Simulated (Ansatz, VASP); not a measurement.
**One calculation of Au, two programs**

File INCAR:

```
PREC = Accurate
ENCUT = 520
EDIFF = 1E-7
ISMEAR = 0
SIGMA = 0.15
LREAL = False
LASPH = True
NELM = 80
ALGO = Fast
ISIF = 2
LWAVE = False
LCHARG = False
GGA = PE
NBANDS = 18
```

The input KPOINTS:

```
Automatic mesh
0
Gamma
  16 16 12
```

The input POSCAR:

```
Au
1.0
    0.0000000000     -2.0455000000     -2.0455000000
    0.0000000000      2.0455000000     -2.0455000000
    4.0910000000      0.0000000000      0.0000000000
Au
2
Direct
    0.5000000000      0.5000000000      0.5366658519
    0.0000000000      0.0000000000     -0.0366658519
```

Input for Ansatz:

```yaml
crystal:
  lattice:
    - [0.0, -2.0455, -2.0455]
    - [0.0, 2.0455, -2.0455]
    - [4.091, 0.0, 0.0]
  atoms:
    - { symbol: Au, position: [0.5, 0.5, 0.5366658519] }
    - { symbol: Au, position: [0.0, 0.0, -0.0366658519] }
basis:
  ecutwfc: 420
kpoints:
  mp_grid: { grid: [16, 16, 12] }
hamiltonian:
  xc: pbe
scf:
  occupations: { method: gaussian, width: 0.15 }
output:
  forces: true
  stress: true
  eigenvalues: true
```

Change from the starting cell: mode 6 (154.3 1/cm) frozen in, largest displacement +0.150 Å.

Alike in both runs: task single point; functional PBE; k mesh 16 × 16 × 12; occupations gaussian, width 0.15 eV; no spin polarisation.

|  | VASP | Ansatz |
| --- | --- | --- |
| version | VASP 6.6.1 | Ansatz 0.2.0 |
| potentials or method | VASP PAW PBE potentials, release 64 (Au), cutoff 520 eV | scalar-relativistic, plane waves, PAW |
| valence electrons in the cell | 22 | 38 |

|  | VASP | Ansatz | Ansatz less VASP |
| --- | --- | --- | --- |
| gap on the k mesh at the Fermi level (eV) | none | none | - |
| pressure (GPa) | 16.4 | 16.8 | +0.31 |
| traceless stress, the component that is largest in VASP (GPa) | -1.09 | -1.09 | 0.000 |
| rms of the force components (eV/Å) | 1.596 | 1.607 | +0.0101 |

Atom by atom the forces differ by 0.010 eV/Å (rms over components). A gap of «none» marks a metal or a gap that the smearing closes. VASP's potentials hold 22 valence electrons a cell and Ansatz's 38, so a difference there can come from the potentials and not from the codes.

Spin-orbit coupling is off throughout.
